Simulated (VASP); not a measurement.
A run of VASP 6.6.1 is set up as follows.

The input INCAR:

```
SYSTEM = BN
  PREC = Accurate
  ENCUT = 520
  EDIFF = 1E-7
  ISMEAR = 0
  SIGMA = 0.02
  LREAL = .FALSE.
  LASPH = .TRUE.
  NELM = 100
  ALGO = Normal
  ISIF = 2
  LWAVE = .FALSE.
  LCHARG = .FALSE.
  GGA = PE
  IVDW = 12
  IBRION = 2
  NSW = 60
  EDIFFG = -0.008
```

Contents of KPOINTS:

```
regular mesh
0
G
  12 12 4
  0 0 0
```

File POSCAR:

```
BN
1.0
    2.5061138137      0.0000000000      0.0000000000
   -1.2530569069      2.1703582275      0.0000000000
    0.0000000000      0.0000000000      9.2915722041
B N
3 3
Direct
    0.0000000000      0.0000000000      0.0001943935
    0.6666666667      0.3333333333      0.3335277269
    0.3333333333      0.6666666667      0.6668610602
    0.6666666667      0.3333333333      0.0007059398
    0.3333333333      0.6666666667      0.3340392731
    0.0000000000      0.0000000000      0.6673726065
```

Potentials or basis: VASP PAW PBE potentials, release 64 (B, N).

Run with:

```console
$ cat potpaw_PBE.64/B/POTCAR potpaw_PBE.64/N/POTCAR > POTCAR
$ mpirun -np 1 vasp_std > vasp.out
```

(1) What does it give for the dispersion energy per atom?

(2) Predict the band gap on the k mesh.

(3) Estimate the energy gained by relaxing.

Answers

(1) -0.153 eV.

(2) 4.03 eV.

(3) 0.0 meV/atom.

Caveat: the cell differs from its parent crystal (strain along c alone, the other axes held: -6.0 %).
